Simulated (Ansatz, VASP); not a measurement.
Two plane-wave programs on Ti

File INCAR:

```
SYSTEM = Ti
ALGO = Fast ; EDIFF = 1E-7
EDIFFG = -0.01 ; ENCUT = 600
GGA = RP ; IBRION = 2
ISIF = 3 ; ISMEAR = -1
LASPH = .True. ; LCHARG = .False.
LREAL = .False. ; LWAVE = .False.
NELM = 60 ; NSW = 60
PREC = Accurate ; SIGMA = 0.05
```

File KPOINTS:

```
k-points
0
Gamma
  10 10 6
  0 0 0
```

The input POSCAR:

```
Ti
1.0
    2.9500000000      0.0000000000      0.0000000000
   -1.4750000000      2.5547749412      0.0000000000
    0.0000000000      0.0000000000      4.6800000000
Ti
2
Direct
    0.6666666667      0.3333333333      0.7500000000
    0.3333333333      0.6666666667      0.2500000000
```

The input input.yaml:

```yaml
crystal:
  lattice:
    - [2.95, 0.0, 0.0]
    - [-1.475, 2.5547749412, 0.0]
    - [0.0, 0.0, 4.68]
  atoms:
    - { symbol: Ti, position: [0.6666666667, 0.3333333333, 0.75] }
    - { symbol: Ti, position: [0.3333333333, 0.6666666667, 0.25] }
hamiltonian:
  xc: rpbe
  pseudopotentials: { kind: paw }
kpoints:
  mp_grid: { grid: [10, 10, 6] }
scf:
  occupations: { method: fermi_dirac, width: 0.05 }
output:
  forces: true
  stress: true
  write_density: true
  write_potential: true
  elf: true
  volumetric_format: npy
relax:
  f_tol: 0.01
  max_steps: 40
  cell: { stress_tol: 0.05 }
```

Alike in both runs: task relaxation of cell and atoms; functional RPBE; k mesh 10 × 10 × 6; occupations fermi-dirac, width 0.05 eV; no spin polarisation.

|  | VASP | Ansatz |
| --- | --- | --- |
| version | VASP 6.6.1 | Ansatz 0.2.0 |
| potentials or method | VASP PAW PBE potentials, release 64 (Ti_sv) | Ansatz PAW |
| plane-wave cutoff (eV) | 600 | 420 |
| valence electrons in the cell | 24 | 24 |

|  | VASP | Ansatz | Ansatz less VASP |
| --- | --- | --- | --- |
| gap on the k mesh at the Fermi level, each at its own relaxed structure (eV) | none | none | - |
| relaxed volume (Å³/atom) | 17.86 | 17.91 | +0.052 |
| relaxed length of the cell vector where the two differ most in proportion (Å) | 2.964 | 2.968 | +0.0037 |

VASP's potentials were made for PBE, not for RPBE. A gap of «none» marks a metal or a gap that the smearing closes.

Noted on Ansatz's run: the plane-wave basis is chosen anew once the cell has moved, so the energies of steps on either side of that aren't comparable.
